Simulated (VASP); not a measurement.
Runs of VASP 6.6.1 on MgO. The structure is that of space group Fm-3m (No. 225), or close to it. The cells are those of the table. 

```tsv
cell	gap on the mesh (eV)	pressure (GPa)
a = 2.943, b = 2.943, c = 2.968 Å, angles 60.3, 60.3, 90.0°, 2 atoms	5.82	3.0
a = 2.958, b = 2.958, c = 2.970 Å, angles 60.1, 60.1, 90.0°, 2 atoms	5.76	(b)
a = 2.973 Å, angles 60.0, 60.0, 90.0°, 2 atoms	5.70	(a)
a = 2.988, b = 2.988, c = 2.976 Å, angles 59.9, 59.9, 90.0°, 2 atoms	5.62	-0.6
a = 3.003, b = 3.003, c = 2.979 Å, angles 59.7, 59.7, 90.0°, 2 atoms	5.55	-1.6
```

Alike in all rows: task single point; level r2SCAN; potentials or basis VASP PAW PBE potentials, release 64 (Mg_sv, O); no spin polarisation; k mesh 10 × 10 × 10; cutoff (eV) 920; smearing gaussian 0.01 eV.

Question: Estimate the missing entries.

Answer: (a) 0.5; (b) 1.7.

Caveats: the PAW data sets were made with another functional, which shifts forces and pressure a little.

